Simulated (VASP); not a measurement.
# CdS (Greenockite) (P6_3mc) in VASP: notebook

The runs below take CdS (Greenockite) through single point, with LDA.

Program: VASP 6.6.1. These are calculated values, not measurements. Logs are shortened: lines on timing, memory, paths and dates and some standing lists are left out, and cuts for length are marked.

**1. The cell of the first run**

The structure is hexagonal, space group P6_3mc (No. 186). The conventional cell has a = 4.054 Å, b = 4.054 Å, c = 6.604 Å, α = 90.00°, β = 90.00°, γ = 120.00°. Cd (site symmetry 3m) has 4 S at 2.48 Å within 3.3 Å. Within 3.3 Å of S (site symmetry 3m) lie 4 Cd at 2.48 Å.

**2. Single point, LDA**

INCAR

```
SYSTEM = CdS
ALGO = Normal ; EDIFF = 1E-6
ENCUT = 520 ; ISIF = 2
ISMEAR = 0 ; LASPH = .True.
LCHARG = .False. ; LREAL = .False.
LWAVE = .False. ; NBANDS = 26
NELM = 100 ; PREC = Accurate
SIGMA = 0.01
```

KPOINTS

```
k-points
0
Gamma
  6 6 4
  0 0 0
```

POSCAR

```
CdS
1.0
    4.0543031108      0.0000000000      0.0000000000
   -2.0271515554      3.5111294886      0.0000000000
    0.0000000000      0.0000000000      6.6043200384
Cd S
2 2
Direct
    0.3333333333      0.6666666667     -0.0005540367
    0.6666666667      0.3333333333      0.4994459633
    0.3333333333      0.6666666667      0.3755540367
    0.6666666667      0.3333333333      0.8755540367
```

Potentials or basis: VASP PAW LDA potentials, release 64 (Cd, S).

Launch:

```sh
$ cat potpaw_LDA.64/Cd/POTCAR potpaw_LDA.64/S/POTCAR > POTCAR
$ mpirun -np 1 vasp_std > vasp.out
```

OUTCAR:

```text
SYSTEM = CdS
   EDIFF = 1E-6
   ENCUT = 520
   ISIF = 2
   ISMEAR = 0
   LASPH = .True.
   LREAL = .False.
   NELM = 100
   PREC = Accurate

 ion  position               nearest neighbor table
   1  0.333  0.667  0.999-   4 2.48   4 2.48   4 2.48   3 2.48
   2  0.667  0.333  0.499-   3 2.48   3 2.48   3 2.48   4 2.48
   3  0.333  0.667  0.376-   2 2.48   2 2.48   2 2.48   1 2.48
   4  0.667  0.333  0.876-   1 2.48   1 2.48   1 2.48   2 2.48

  LATTYP: Found a hexagonal cell.
 ALAT       =     4.0543031108
 C/A-ratio  =     1.6289655356

  Lattice vectors:

 A1 = (   4.0543031108,   0.0000000000,   0.0000000000)
 A2 = (  -2.0271515554,   3.5111294886,   0.0000000000)
 A3 = (   0.0000000000,   0.0000000000,   6.6043200384)

Analysis of symmetry for initial positions (statically):
=====================================================================
 Subroutine PRICEL returns:
 Original cell was already a primitive cell.

 Routine SETGRP: Setting up the symmetry group for a
 hexagonal supercell.

 Subroutine GETGRP returns: Found 12 space group operations
 (whereof  6 operations were pure point group operations)
 out of a pool of 24 trial point group operations.

The static configuration has the point symmetry C_3v.
 The point group associated with its full space group is C_6v.

Analysis of symmetry for dynamics (positions and initial velocities):
=====================================================================
 Subroutine PRICEL returns:
 Original cell was already a primitive cell.

 Routine SETGRP: Setting up the symmetry group for a
 hexagonal supercell.

 Subroutine GETGRP returns: Found 12 space group operations
 (whereof  6 operations were pure point group operations)
 out of a pool of 24 trial point group operations.

The dynamic configuration has the point symmetry C_3v.
 The point group associated with its full space group is C_6v.

 Subroutine INISYM returns: Found 12 space group operations
 (whereof  6 operations are pure point group operations),
 and found     1 'primitive' translations

----------------------------------------------------------------------------------------

                                     Primitive cell

  volume of cell :      94.0137

  direct lattice vectors                    reciprocal lattice vectors
     4.054303111  0.000000000  0.000000000     0.246651514  0.142404318  0.000000000
    -2.027151555  3.511129489  0.000000000     0.000000000  0.284808636  0.000000000
     0.000000000  0.000000000  6.604320038     0.000000000  0.000000000  0.151416042

[... 83 lines left out ...]
   EDIFF  = 0.1E-05   stopping-criterion for ELM
   LREAL  =      F    real-space projection
   EDIFFG = 0.1E-04   stopping-criterion for IOM
   NSW    =      0    number of steps for IOM
   IBRION =     -1    ionic relax: 0-MD 1-quasi-New 2-CG
   NFREE  =      0    steps in history (QN), initial steepest desc. (CG)
   ISIF   =      2    stress and relaxation
   ISYM   =      2    0-nonsym 1-usesym 2-fastsym
   POTIM  = 0.5000    time-step for ionic-motion
   TEBEG  =    0.0;   TEEND  =   0.0 temperature during run
   PSTRESS=    0.0 pullay stress
   NELECT =      36.0000    total number of electrons
   NUPDOWN=      -1.0000    fix difference up-down
   EMIN   =  10.00;   EMAX   =-10.00  energy-range for DOS
   EFERMI =   0.00;   METHOD = LEGACY
   ISMEAR =     0;   SIGMA  =   0.01  broadening in eV -4-tet -1-fermi 0-gaus
   EFERMI_NEDOS =   21; number of points for ismear=-14 and -15
   IALGO  =     38    algorithm
   IMIX   =      4    mixing-type and parameters
     AMIX     =   0.40;   BMIX     =  1.00
     AMIX_MAG =   1.60;   BMIX_MAG =  1.00
  volume/ion in A,a.u.               =      23.50       158.61
  Fermi-wavevector in a.u.,A,eV,Ry     =   1.188809  2.246523 19.228650  1.413266
  Thomas-Fermi vector in A             =   2.324930
   LORBIT       =      0    0 simple, 1 ext, 2 COOP (PROOUT), +10 PAW based schemes
   GGA     = CA    functional components
   LHFCALC =     F    Hartree Fock is set to
   AEXX    =    0.0000 exact exchange contribution
   IVDW    =     0    specifies the selected vdW correction
   LEPSILON=     F    determine dielectric tensor
   LRPA    =     F    only Hartree local field effects (RPA)
 non-spin polarized calculation
 Gauss-broadening in eV      SIGMA  =   0.01
  energy-cutoff  :      520.00
  volume of cell :       94.01
 maximum number of plane-waves:      2559
   NGX = 15   NGY = 15   NGZ = 25

 number of electron      36.0000025 magnetization

 Free energy of the ion-electron system (eV)
  ---------------------------------------------------
  ext. energy  EPLUGINS =         0.00000000
  ---------------------------------------------------
  free energy    TOTEN  =       -14.80507516 eV

  energy without entropy =      -14.80507516  energy(sigma->0) =      -14.80507516

 E-fermi :   1.7184     XC(G=0):  -9.8276

 val. band max:        1.6189180315   @ k =   0.0000   0.0000   0.0000
 cond. band min:       2.7076761986   @ k =   0.0000   0.0000   0.0000
 fundamental gap:      1.0887581671
 Fermi energy:         1.7184129995

 k-point     1 :       0.0000    0.0000    0.0000
  band No.  band energies     occupation
      1     -11.0944      2.00000
      2     -10.5905      2.00000
      3      -6.3657      2.00000
      4      -6.3542      2.00000
      5      -6.3542      2.00000
      6      -6.2569      2.00000
[... 598 lines left out ...]
     25      10.7904      0.00000
     26      10.7904      0.00000

------------------------ aborting loop because EDIFF is reached ----------------------------------------

  FORCE on cell =-STRESS in cart. coord.  units (eV):
  Direction    XX          YY          ZZ          XY          YZ          ZX
  --------------------------------------------------------------------------------------
  -------------------------------------------------------------------------------------
  Total        0.9398953      0.9398953      0.9486651      0.0000000      0.0000000      0.0000000
  in kB       16.0176538     16.0176538     16.1671076      0.0000000      0.0000000      0.0000000
  external PRESSURE =      16.0674718 kB  Pullay stress =       0.0000000 kB

 VOLUME and BASIS-vectors are now :
 -----------------------------------------------------------------------------
  energy-cutoff  :      520.00
  volume of cell :       94.01
      direct lattice vectors                 reciprocal lattice vectors
     4.054303111  0.000000000  0.000000000     0.246651514  0.142404318  0.000000000
    -2.027151555  3.511129489  0.000000000     0.000000000  0.284808636  0.000000000
     0.000000000  0.000000000  6.604320038     0.000000000  0.000000000  0.151416042

 POSITION                                       TOTAL-FORCE (eV/Angst)
 -----------------------------------------------------------------------------------
     -0.00000      2.34075      6.60066        -0.000000      0.000000      0.002176
      2.02715      1.17038      3.29850         0.000000     -0.000000      0.002176
     -0.00000      2.34075      2.48028        -0.000000      0.000000     -0.002176
      2.02715      1.17038      5.78244         0.000000      0.000000     -0.002176
 -----------------------------------------------------------------------------------
    total drift:                               -0.000000      0.000000      0.001604

  FREE ENERGIE OF THE ION-ELECTRON SYSTEM (eV)
  ---------------------------------------------------
  free  energy   TOTEN  =       -14.8050751574 eV

  energy  without entropy=      -14.8050751574  energy(sigma->0) =      -14.80507516
```

Wall time 49 s (1 thread of AMD EPYC 7R43 (Zen 3), shared host); peak memory 0.15 GiB.

What came out:

```yaml
Free_energy: -14.8051 eV
Pressure: 1.6 GPa
Band_gap_on_the_k_mesh: 1.09 eV, direct
```

Forces in eV/Å, atoms in the order of the input:
```
Cd   0.000  0.000  0.002
Cd   0.000  0.000  0.002
S    0.000  0.000 -0.002
S    0.000  0.000 -0.002
```

Levels at points of the mesh, in eV from the valence-band top:
| k point | band 15 | band 16 | band 17 | band 18 | band 19 | band 20 | band 21 | band 22 |
| --- | --- | --- | --- | --- | --- | --- | --- | --- |
| (0.00, 0.00, 0.00) | -0.86 | -0.06 | 0.00 | 0.00 | 1.09 | 2.65 | 6.28 | 6.28 |
| (0.50, 0.00, 0.00) | -2.99 | -2.13 | -1.50 | -0.86 | 3.64 | 3.66 | 4.86 | 6.41 |
| (0.00, 0.00, 0.50) | -0.45 | -0.45 | -0.45 | -0.45 | 2.76 | 2.76 | 6.03 | 6.03 |
| (0.50, 0.00, 0.50) | -1.53 | -1.53 | -1.51 | -1.51 | 3.27 | 3.27 | 5.22 | 5.22 |

**3. Single point, LDA**

This run uses another cell than the first one, of 21.28 Å³/atom, 0.906 times its volume.

INCAR

```
SYSTEM = CdS
PREC = Accurate ; ENCUT = 540
EDIFF = 1E-6 ; ISMEAR = 0
SIGMA = 0.01 ; LREAL = .False.
LASPH = .True. ; NELM = 120
ALGO = Normal ; ISIF = 2
LWAVE = .False. ; LCHARG = .True.
LELF = .True. ; LVHAR = .True.
NBANDS = 34 ; GGA_COMPAT = .False.
```

KPOINTS

```
regular mesh
0
Gamma
  6 6 4
  0 0 0
```

POSCAR

```
CdS
1.0
    3.9149920663      0.0000000000      0.0000000000
   -1.9574960332      3.3904825851      0.0000000000
    0.0000000000      0.0000000000      6.4140459652
Cd S
2 2
Direct
    0.3333333333      0.6666666667      0.0003939610
    0.6666666667      0.3333333333      0.5003939610
    0.3333333333      0.6666666667      0.3746060390
    0.6666666667      0.3333333333      0.8746060390
```

Potentials or basis: VASP PAW LDA potentials, release 64 (Cd_sv_GW, S).

Launch:

```sh
$ cat potpaw_LDA.64/Cd_sv_GW/POTCAR potpaw_LDA.64/S/POTCAR > POTCAR
$ mpirun -np 1 vasp_std > vasp.out
```

Wall time 65 s (1 thread of Intel Xeon Platinum 8259CL at 2.50GHz (Skylake/Cascade Lake), shared host); peak memory 0.21 GiB.

It converged, with:

```
Free energy            : -14.5895 eV
Pressure               : 9.0 GPa
Band gap on the k mesh : 1.28 eV, direct
```

Levels at points of the mesh, in eV from the valence-band top:
```
           k point  band 23  band 24  band 25  band 26  band 27  band 28  band 29  band 30
(0.00, 0.00, 0.00)    -1.02    -0.11     0.00     0.00     1.28     2.78     6.25     6.25
(0.50, 0.00, 0.00)    -3.50    -2.52    -1.81    -1.02     3.62     3.77     4.76     6.69
(0.00, 0.00, 0.50)    -0.53    -0.53    -0.53    -0.53     2.92     2.92     6.08     6.08
(0.50, 0.00, 0.50)    -1.81    -1.81    -1.81    -1.81     3.23     3.23     5.23     5.23
```

LDA gaps usually lie below the measured ones, often by a third to a half.

**4. Single point, LDA**

This run uses another cell than the first one, of 21.91 Å³/atom, 0.932 times its volume.

INCAR

```
SYSTEM = CdS
PREC = Accurate
ENCUT = 540
EDIFF = 1E-6
ISMEAR = 0
SIGMA = 0.01
LREAL = .False.
LASPH = .True.
NELM = 120
ALGO = Normal
ISIF = 2
LWAVE = .False.
LCHARG = .False.
NBANDS = 34
GGA_COMPAT = .False.
```

KPOINTS

```
Automatic mesh
0
Gamma
  6 6 4
  0 0 0
```

POSCAR

```
CdS
1.0
    3.9563766682      0.0000000000      0.0000000000
   -1.9781883341      3.4263227016      0.0000000000
    0.0000000000      0.0000000000      6.4641625693
Cd S
2 2
Direct
    0.3333333333      0.6666666667     -0.0000384951
    0.6666666667      0.3333333333      0.4999615049
    0.3333333333      0.6666666667      0.3750384951
    0.6666666667      0.3333333333      0.8750384951
```

Launch:

```sh
$ cat potpaw_LDA.64/Cd_sv_GW/POTCAR potpaw_LDA.64/S/POTCAR > POTCAR
$ mpirun -np 1 vasp_std > vasp.out
```

Run time: 74 s. Hardware: 1 thread of Intel Xeon Platinum 8259CL at 2.50GHz (Skylake/Cascade Lake), shared host; peak memory 0.2 GiB.

It converged, with:

| Property | Result |
| --- | --- |
| Free energy | -14.7238 eV |
| Pressure | 6.0 GPa |
| Band gap on the k mesh | 1.22 eV, direct |

Levels at points of the mesh, in eV from the valence-band top:
| k point | band 22 | band 23 | band 24 | band 25 | band 26 | band 27 | band 28 | band 29 | band 30 | band 31 |
| --- | --- | --- | --- | --- | --- | --- | --- | --- | --- | --- |
| (0.00, 0.00, 0.00) | -0.97 | -0.97 | -0.09 | 0.00 | 0.00 | 1.22 | 2.73 | 6.26 | 6.26 | 6.49 |
| (0.50, 0.00, 0.00) | -4.18 | -3.34 | -2.40 | -1.71 | -0.97 | 3.64 | 3.74 | 4.80 | 6.62 | 6.83 |
| (0.00, 0.00, 0.50) | -2.87 | -0.51 | -0.51 | -0.51 | -0.51 | 2.87 | 2.87 | 6.07 | 6.07 | 6.65 |
| (0.50, 0.00, 0.50) | -4.95 | -1.72 | -1.72 | -1.71 | -1.71 | 3.25 | 3.25 | 5.24 | 5.24 | 8.00 |

**5. The runs side by side**

| potentials or basis | cell | cutoff (eV) | second run | gap on the mesh (eV) | pressure (GPa) |
| --- | --- | --- | --- | --- | --- |
| VASP PAW LDA potentials, release 64 (Cd, S) | a = 4.054, b = 4.054, c = 6.604 Å, angles 90.0, 90.0, 120.0°, 4 atoms | 520 | - | 1.09 | 1.6 |
| VASP PAW LDA potentials, release 64 (Cd_sv_GW, S) | a = 3.915, b = 3.915, c = 6.414 Å, angles 90.0, 90.0, 120.0°, 4 atoms | 540 | valence_matched | 1.28 | 9.0 |
| VASP PAW LDA potentials, release 64 (Cd_sv_GW, S) | a = 3.956, b = 3.956, c = 6.464 Å, angles 90.0, 90.0, 120.0°, 4 atoms | 540 | valence_matched | 1.22 | 6.0 |

Alike in all rows: task single point; level LDA; no spin polarisation; k mesh 6 × 6 × 4; smearing gaussian 0.01 eV.

Total energies depend on the potentials used, so only differences within one code and one set of settings carry meaning.
